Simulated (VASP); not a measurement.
# Pd (Pm-3m) in VASP: notebook, part 2 of 2

VASP 6.6.1. The steps go on from the part before.

## Step 3: Single point, PBEsol, collinear spin, antiferromagnetic start (volume scaled by 0.88)

The input, INCAR:

```
  ALGO = Normal
  EDIFF = 1E-6
  ENCUT = 520
  GGA = PS
  ISIF = 2
  ISMEAR = -1
  ISPIN = 2
  LASPH = T
  LCHARG = F
  LMAXMIX = 4
  LORBIT = 11
  LREAL = F
  LWAVE = F
  MAGMOM = 0.5 -0.5
  NBANDS = 21
  NELM = 150
  PREC = Accurate
  SIGMA = 0.05
```

The input, KPOINTS:

```
k-points
0
Gamma
  12 12 12
```

The input, POSCAR:

```
Pd
1.0
    0.0000000000      2.4573658064      2.4573658064
    2.4573658064      0.0000000000      2.4573658064
    2.4573658064      2.4573658064      0.0000000000
Pd
2
Direct
    0.0000000000      0.0000000000      0.0000000000
    0.5000000000      0.5000000000      0.5000000000
```

Potentials or basis: VASP PAW PBE potentials, release 64 (Pd).

Run with:

```sh
$ cat potpaw_PBE.64/Pd/POTCAR > POTCAR
$ mpirun -np 1 vasp_std > vasp.out
```

OUTCAR:

```text
EDIFF = 1E-6
   ENCUT = 520
   GGA = PS
   ISIF = 2
   ISMEAR = -1
   ISPIN = 2
   LASPH = T
   LORBIT = 11
   LREAL = F
   NELM = 150
   PREC = Accurate

 ion  position               nearest neighbor table
   1  0.000  0.000  0.000-   2 2.46   2 2.46   2 2.46   2 2.46   2 2.46   2 2.46
   2  0.500  0.500  0.500-   1 2.46   1 2.46   1 2.46   1 2.46   1 2.46   1 2.46

  LATTYP: Found a face centered cubic cell.
 ALAT       =     4.9147316128

  Lattice vectors:

 A1 = (   0.0000000000,   2.4573658064,   2.4573658064)
 A2 = (   2.4573658064,   0.0000000000,   2.4573658064)
 A3 = (   2.4573658064,   2.4573658064,   0.0000000000)

[... 1395 lines left out ...]
 VOLUME and BASIS-vectors are now :
 -----------------------------------------------------------------------------
  energy-cutoff  :      520.00
  volume of cell :       29.68
      direct lattice vectors                 reciprocal lattice vectors
     0.000000000  2.457365806  2.457365806    -0.203469910  0.203469910  0.203469910
     2.457365806  0.000000000  2.457365806     0.203469910 -0.203469910  0.203469910
     2.457365806  2.457365806  0.000000000     0.203469910  0.203469910 -0.203469910

 POSITION                                       TOTAL-FORCE (eV/Angst)
 -----------------------------------------------------------------------------------
      0.00000      0.00000      0.00000         0.000000      0.000000      0.000000
      2.45737      2.45737      2.45737        -0.000000     -0.000000     -0.000000
 -----------------------------------------------------------------------------------
    total drift:                                0.000000      0.000000      0.000000

  FREE ENERGIE OF THE ION-ELECTRON SYSTEM (eV)
  ---------------------------------------------------
  free  energy   TOTEN  =       -10.4560436584 eV

  energy  without entropy=      -10.4347542957  energy(sigma->0) =      -10.44539898

 total charge

# of ion       s       p       d       tot
------------------------------------------
    1        0.576   0.501   8.615   9.692
    2        0.576   0.501   8.615   9.692
--------------------------------------------------
tot          1.152   1.003  17.230  19.385

 magnetization (x)

# of ion       s       p       d       tot
------------------------------------------
    1        0.000  -0.000  -0.000  -0.000
    2       -0.000   0.000   0.000   0.000
--------------------------------------------------
tot          0.000   0.000   0.000   0.000
```

OSZICAR:

```text
N       E                     dE             d eps       ncg     rms          rms(c)
DAV:   1     0.118602986441E+03    0.11860E+03   -0.97418E+03  6048   0.921E+02
DAV:   2    -0.807618121590E+01   -0.12668E+03   -0.11803E+03  6813   0.230E+02
DAV:   3    -0.109354995895E+02   -0.28593E+01   -0.28372E+01  7153   0.368E+01
DAV:   4    -0.109573846680E+02   -0.21885E-01   -0.21881E-01  7383   0.326E+00
DAV:   5    -0.109577328782E+02   -0.34821E-03   -0.34820E-03  7585   0.413E-01    0.138E+01
DAV:   6    -0.105041002972E+02    0.45363E+00   -0.81988E-01  7313   0.857E+00    0.685E+00
DAV:   7    -0.104667292688E+02    0.37371E-01   -0.19234E-02  8397   0.120E+00    0.329E+00
DAV:   8    -0.104573644891E+02    0.93648E-02   -0.38039E-03  7306   0.432E-01    0.966E-01
DAV:   9    -0.104560369256E+02    0.13276E-02   -0.36988E-04  7286   0.163E-01    0.577E-02
DAV:  10    -0.104560419971E+02   -0.50715E-05   -0.40061E-05  7993   0.559E-02    0.302E-02
DAV:  11    -0.104560487907E+02   -0.67936E-05   -0.71918E-06  7078   0.236E-02    0.219E-02
DAV:  12    -0.104560435555E+02    0.52352E-05   -0.12354E-06  6053   0.115E-02    0.258E-03
DAV:  13    -0.104560436584E+02   -0.10295E-06   -0.14542E-07  4174   0.311E-03
   1 F= -.10456044E+02 E0= -.10445399E+02  d E =-.212894E-01  mag=     0.0000
```

stdout:

```text
POSCAR found type information on POSCAR Pd
 POSCAR found :  1 types and       2 ions
 scaLAPACK will be used
 -----------------------------------------------------------------------------
|                                                                             |
|                                                                             |
|     You enforced a specific xc type in the INCAR file but a different       |
|     I HOPE YOU KNOW WHAT YOU ARE DOING!                                     |
|                                                                             |
 -----------------------------------------------------------------------------

 LDA part: xc-table for (Slater+PW92), standard interpolation
 POSCAR, INCAR and KPOINTS ok, starting setup
 FFT: planning ... GRIDC
 FFT: planning ... GRID_SOFT
 FFT: planning ... GRID
 WAVECAR not read
 entering main loop
```

Run time: 80 s. Hardware: 1 thread of Intel Xeon Platinum 8259CL at 2.50GHz (Skylake/Cascade Lake), shared host; peak memory 0.21 GiB.

Results:

* Free energy: -10.4560 eV
* Pressure: 26.1 GPa
* Band gap on the k mesh: zero (filled and empty bands overlap)
* Net moment: 0.00 μB per cell
* Valence electrons inside the program's atomic spheres: Pd 9.69

Levels at points of the mesh, in eV from the Fermi level:
Spin up:
| k point | band 6 | band 7 | band 8 | band 9 | band 10 | band 11 | band 12 | band 13 | band 14 | band 15 |
| --- | --- | --- | --- | --- | --- | --- | --- | --- | --- | --- |
| (0.00, 0.00, 0.00) | -5.10 | 0.09 | 0.09 | 0.09 | 1.72 | 1.72 | 10.71 | 12.54 | 12.54 | 12.54 |
| (0.50, 0.00, 0.00) | -3.25 | -2.13 | -2.13 | -2.13 | -2.13 | 0.62 | 0.62 | 14.70 | 14.70 | 14.70 |
| (0.50, 0.50, 0.00) | -2.01 | -1.61 | -1.61 | -0.23 | 0.29 | 1.59 | 5.76 | 5.76 | 5.93 | 13.50 |
Spin down:
```csv
k point,band 7,band 8,band 9,band 10,band 11,band 12,band 13,band 14
"(0.00, 0.00, 0.00)",0.09,0.09,0.09,1.72,1.72,10.71,12.54,12.54
"(0.50, 0.00, 0.00)",-2.13,-2.13,-2.13,-2.13,0.62,0.62,14.70,14.70
"(0.50, 0.50, 0.00)",-1.61,-1.61,-0.23,0.29,1.59,5.76,5.76,5.93
```

Caveat: the PAW data sets were made with another functional, which shifts forces and pressure a little.

## Step 4: Single point, PBEsol, collinear spin, antiferromagnetic start (volume scaled by 0.92)

The input, INCAR:

```
PREC = Accurate
ENCUT = 520
EDIFF = 1E-6
ISMEAR = -1
SIGMA = 0.05
LREAL = False
LASPH = True
NELM = 150
ALGO = Normal
ISIF = 2
LWAVE = False
LCHARG = True
ISPIN = 2
MAGMOM = 0.5 -0.5
LORBIT = 11
LMAXMIX = 4
GGA = PS
LELF = True
LVHAR = True
NBANDS = 21
```

The input, KPOINTS:

```
Automatic mesh
0
Gamma
  12 12 12
```

The input, POSCAR:

```
Pd
1.0
    0.0000000000      2.4940483161      2.4940483161
    2.4940483161      0.0000000000      2.4940483161
    2.4940483161      2.4940483161      0.0000000000
Pd
2
Direct
    0.0000000000      0.0000000000      0.0000000000
    0.5000000000      0.5000000000      0.5000000000
```

Run with:

```sh
$ cat potpaw_PBE.64/Pd/POTCAR > POTCAR
$ mpirun -np 1 vasp_std > vasp.out
```

Run time: 82 s. Hardware: 1 thread of Intel Xeon Platinum 8259CL at 2.50GHz (Skylake/Cascade Lake), shared host; peak memory 0.21 GiB.

Results (log left out):

* Free energy: -10.6281 eV
* Pressure: 15.0 GPa
* Band gap on the k mesh: zero (filled and empty bands overlap)
* Net moment: 0.00 μB per cell
* Valence electrons inside the program's atomic spheres: Pd 9.59

Levels at points of the mesh, in eV from the Fermi level:
Spin up:
```
           k point  band 6  band 7  band 8  band 9  band 10  band 11  band 12  band 13  band 14  band 15
(0.00, 0.00, 0.00)   -4.75    0.08    0.08    0.08     1.59     1.59    10.82    12.15    12.15    12.15
(0.50, 0.00, 0.00)   -3.05   -1.98   -1.98   -1.98    -1.98     0.61     0.61    14.27    14.27    14.27
(0.50, 0.50, 0.00)   -1.87   -1.50   -1.50   -0.08     0.26     1.46     5.63     5.68     5.68    13.19
```
Spin down:
```csv
k point,band 7,band 8,band 9,band 10,band 11,band 12,band 13,band 14
"(0.00, 0.00, 0.00)",0.08,0.08,0.08,1.59,1.59,10.82,12.15,12.15
"(0.50, 0.00, 0.00)",-1.98,-1.98,-1.98,-1.98,0.61,0.61,14.27,14.27
"(0.50, 0.50, 0.00)",-1.50,-1.50,-0.08,0.26,1.46,5.63,5.68,5.68
```

Caveat: the PAW data sets were made with another functional, which shifts forces and pressure a little.

## Step 5: Single point, PBEsol, collinear spin, antiferromagnetic start (volume scaled by 0.96)

The input, INCAR:

```
SYSTEM = Pd
ALGO = Normal
EDIFF = 1E-6
ENCUT = 520
GGA = PS
ISIF = 2
ISMEAR = -1
ISPIN = 2
LASPH = .TRUE.
LCHARG = .TRUE.
LELF = .TRUE.
LMAXMIX = 4
LORBIT = 11
LREAL = .FALSE.
LVHAR = .TRUE.
LWAVE = .FALSE.
MAGMOM = 0.5 -0.5
NBANDS = 21
NELM = 150
PREC = Accurate
SIGMA = 0.05
```

The input, KPOINTS:

```
k-points
0
G
  12 12 12
  0 0 0
```

The input, POSCAR:

```
Pd
1.0
    0.0000000000      2.5296823921      2.5296823921
    2.5296823921      0.0000000000      2.5296823921
    2.5296823921      2.5296823921      0.0000000000
Pd
2
Direct
    0.0000000000      0.0000000000      0.0000000000
    0.5000000000      0.5000000000      0.5000000000
```

Run with:

```sh
$ cat potpaw_PBE.64/Pd/POTCAR > POTCAR
$ mpirun -np 1 vasp_std > vasp.out
```

Wall time 83 s (1 thread of Intel Xeon Platinum 8259CL at 2.50GHz (Skylake/Cascade Lake), shared host); peak memory 0.21 GiB.

The run converged. Its results:

```yaml
Free_energy: -10.7178 eV
Pressure: 6.5 GPa
Band_gap_on_the_k_mesh: zero (filled and empty bands overlap)
Net_moment: 0.00 μB per cell
Valence_electrons_inside_the_program's_atomic_spheres: Pd 9.50
```

Levels at points of the mesh, in eV from the Fermi level:
Spin up:
```
           k point  band 6  band 7  band 8  band 9  band 10  band 11  band 12  band 13  band 14  band 15
(0.00, 0.00, 0.00)   -4.44    0.06    0.06    0.06     1.47     1.47    10.90    11.79    11.79    11.79
(0.50, 0.00, 0.00)   -2.86   -1.85   -1.85   -1.85    -1.85     0.60     0.60    13.87    13.87    13.87
(0.50, 0.50, 0.00)   -1.75   -1.41   -1.41    0.06     0.23     1.35     5.36     5.61     5.61    12.65
```
Spin down:
```tsv
k point	band 6	band 7	band 8	band 9	band 10	band 11	band 12	band 13	band 14	band 15
(0.00, 0.00, 0.00)	-4.44	0.06	0.06	0.06	1.47	1.47	10.90	11.79	11.79	11.79
(0.50, 0.00, 0.00)	-2.86	-1.85	-1.85	-1.85	-1.85	0.60	0.60	13.87	13.87	13.87
(0.50, 0.50, 0.00)	-1.75	-1.41	-1.41	0.06	0.23	1.35	5.36	5.61	5.61	12.65
```

Caveat: the PAW data sets were made with another functional, which shifts forces and pressure a little.

## Step 6: Single point, PBEsol, collinear spin, antiferromagnetic start

The input, INCAR:

```
SYSTEM = Pd
  PREC = Accurate
  ENCUT = 520
  EDIFF = 1E-6
  ISMEAR = -1
  SIGMA = 0.05
  LREAL = .False.
  LASPH = .True.
  NELM = 150
  ALGO = Normal
  ISIF = 2
  LWAVE = .False.
  LCHARG = .False.
  ISPIN = 2
  MAGMOM = 0.5 -0.5
  LORBIT = 11
  LMAXMIX = 4
  GGA = PS
  NBANDS = 21
```

The input, KPOINTS:

```
Automatic mesh
0
Gamma
  12 12 12
  0 0 0
```

The input, POSCAR:

```
Pd
1.0
    0.0000000000      2.5643398822      2.5643398822
    2.5643398822      0.0000000000      2.5643398822
    2.5643398822      2.5643398822      0.0000000000
Pd
2
Direct
    0.0000000000      0.0000000000      0.0000000000
    0.5000000000      0.5000000000      0.5000000000
```

Potentials or basis: VASP PAW PBE potentials, release 64 (Pd).

Run with:

```sh
$ cat potpaw_PBE.64/Pd/POTCAR > POTCAR
$ mpirun -np 1 vasp_std > vasp.out
```

OUTCAR:

```text
SYSTEM = Pd
   PREC = Accurate
   ENCUT = 520
   EDIFF = 1E-6
   ISMEAR = -1
   LREAL = .False.
   LASPH = .True.
   NELM = 150
   ISIF = 2
   ISPIN = 2
   LORBIT = 11
   GGA = PS

 ion  position               nearest neighbor table
   1  0.000  0.000  0.000-   2 2.56   2 2.56   2 2.56   2 2.56   2 2.56   2 2.56
   2  0.500  0.500  0.500-   1 2.56   1 2.56   1 2.56   1 2.56   1 2.56   1 2.56

  LATTYP: Found a face centered cubic cell.
 ALAT       =     5.1286797644

  Lattice vectors:

 A1 = (   0.0000000000,   2.5643398822,   2.5643398822)
 A2 = (   2.5643398822,   0.0000000000,   2.5643398822)
 A3 = (   2.5643398822,   2.5643398822,   0.0000000000)

Analysis of symmetry for initial positions (statically):
=====================================================================
 Subroutine PRICEL returns following result:

  LATTYP: Found a simple cubic cell.
 ALAT       =     2.5643398822
[... 12 lines left out ...]
 Subroutine GETGRP returns: Found 48 space group operations
[... 793 lines left out ...]
      5       3.6177      1.00000
      6       3.6177      1.00000
[... 565 lines left out ...]
     20      29.0526      0.00000
     21      29.4550      0.00000

 [... further k-points ...]

------------------------ aborting loop because EDIFF is reached ----------------------------------------

  FORCE on cell =-STRESS in cart. coord.  units (eV):
  Direction    XX          YY          ZZ          XY          YZ          ZX
  --------------------------------------------------------------------------------------
  -------------------------------------------------------------------------------------
  Total       -0.0412829     -0.0412829     -0.0412829     -0.0000000     -0.0000000     -0.0000000
  in kB       -1.9612106     -1.9612106     -1.9612106     -0.0000000     -0.0000000     -0.0000000
  external PRESSURE =      -1.9612106 kB  Pullay stress =       0.0000000 kB

 VOLUME and BASIS-vectors are now :
 -----------------------------------------------------------------------------
  energy-cutoff  :      520.00
  volume of cell :       33.73
      direct lattice vectors                 reciprocal lattice vectors
     0.000000000  2.564339882  2.564339882    -0.194981954  0.194981954  0.194981954
     2.564339882  0.000000000  2.564339882     0.194981954 -0.194981954  0.194981954
     2.564339882  2.564339882  0.000000000     0.194981954  0.194981954 -0.194981954

 POSITION                                       TOTAL-FORCE (eV/Angst)
 -----------------------------------------------------------------------------------
      0.00000      0.00000      0.00000         0.000000     -0.000000     -0.000000
      2.56434      2.56434      2.56434        -0.000000      0.000000      0.000000
 -----------------------------------------------------------------------------------
    total drift:                                0.000000      0.000000      0.000000

  FREE ENERGIE OF THE ION-ELECTRON SYSTEM (eV)
  ---------------------------------------------------
  free  energy   TOTEN  =       -10.7437561599 eV

  energy  without entropy=      -10.7175280241  energy(sigma->0) =      -10.73064209

 total charge

# of ion       s       p       d       tot
------------------------------------------
    1        0.507   0.381   8.531   9.419
    2        0.507   0.381   8.531   9.419
--------------------------------------------------
tot          1.015   0.761  17.061  18.837

 magnetization (x)

# of ion       s       p       d       tot
------------------------------------------
    1        0.000  -0.000  -0.000  -0.000
    2       -0.000   0.000   0.000   0.000
--------------------------------------------------
tot          0.000   0.000   0.000   0.000
```

Run time: 79 s. Hardware: 1 thread of Intel Xeon Platinum 8259CL at 2.50GHz (Skylake/Cascade Lake), shared host; peak memory 0.22 GiB.

What came out:

```
Free energy                                           : -10.7438 eV
Pressure                                              : -0.2 GPa
Band gap on the k mesh                                : zero (filled and empty bands overlap)
Net moment                                            : 0.00 μB per cell
Valence electrons inside the program's atomic spheres : Pd 9.42
```

Levels at points of the mesh, in eV from the Fermi level:
Spin up:
| k point | band 6 | band 7 | band 8 | band 9 | band 10 | band 11 | band 12 | band 13 | band 14 | band 15 |
| --- | --- | --- | --- | --- | --- | --- | --- | --- | --- | --- |
| (0.00, 0.00, 0.00) | -4.16 | 0.05 | 0.05 | 0.05 | 1.36 | 1.36 | 10.96 | 11.46 | 11.46 | 11.46 |
| (0.50, 0.00, 0.00) | -2.69 | -1.73 | -1.73 | -1.73 | -1.73 | 0.59 | 0.59 | 13.50 | 13.50 | 13.50 |
| (0.50, 0.50, 0.00) | -1.64 | -1.32 | -1.32 | 0.19 | 0.20 | 1.25 | 5.11 | 5.54 | 5.54 | 12.10 |
Spin down:
| k point | band 6 | band 7 | band 8 | band 9 | band 10 | band 11 | band 12 | band 13 | band 14 | band 15 |
| --- | --- | --- | --- | --- | --- | --- | --- | --- | --- | --- |
| (0.00, 0.00, 0.00) | -4.16 | 0.05 | 0.05 | 0.05 | 1.36 | 1.36 | 10.96 | 11.46 | 11.46 | 11.46 |
| (0.50, 0.00, 0.00) | -2.69 | -1.73 | -1.73 | -1.73 | -1.73 | 0.59 | 0.59 | 13.50 | 13.50 | 13.50 |
| (0.50, 0.50, 0.00) | -1.64 | -1.32 | -1.32 | 0.19 | 0.20 | 1.25 | 5.11 | 5.54 | 5.54 | 12.10 |

Caveat: the PAW data sets were made with another functional, which shifts forces and pressure a little.

## Step 7: The runs side by side

| cell | k mesh | gap on the mesh (eV) | pressure (GPa) | moment (μB) |
| --- | --- | --- | --- | --- |
| a = 3.627 Å, angles 60.0°, 2 atoms | 11 × 11 × 11 | none | -0.4 | 0.00 |
| a = 3.475 Å, angles 60.0°, 2 atoms | 12 × 12 × 12 | none | 26.1 | 0.00 |
| a = 3.527 Å, angles 60.0°, 2 atoms | 12 × 12 × 12 | none | 15.0 | 0.00 |
| a = 3.578 Å, angles 60.0°, 2 atoms | 12 × 12 × 12 | none | 6.5 | 0.00 |
| a = 3.627 Å, angles 60.0°, 2 atoms | 12 × 12 × 12 | none | -0.2 | 0.00 |

Alike in all rows: task single point; level PBEsol; potentials or basis VASP PAW PBE potentials, release 64 (Pd); spin collinear, antiferromagnetic start; cutoff (eV) 520; smearing fermi-dirac 0.05 eV.

Caveats: the PAW data sets were made with another functional, which shifts forces and pressure a little.

Total energies depend on the potentials used, so only differences within one code and one set of settings carry meaning.
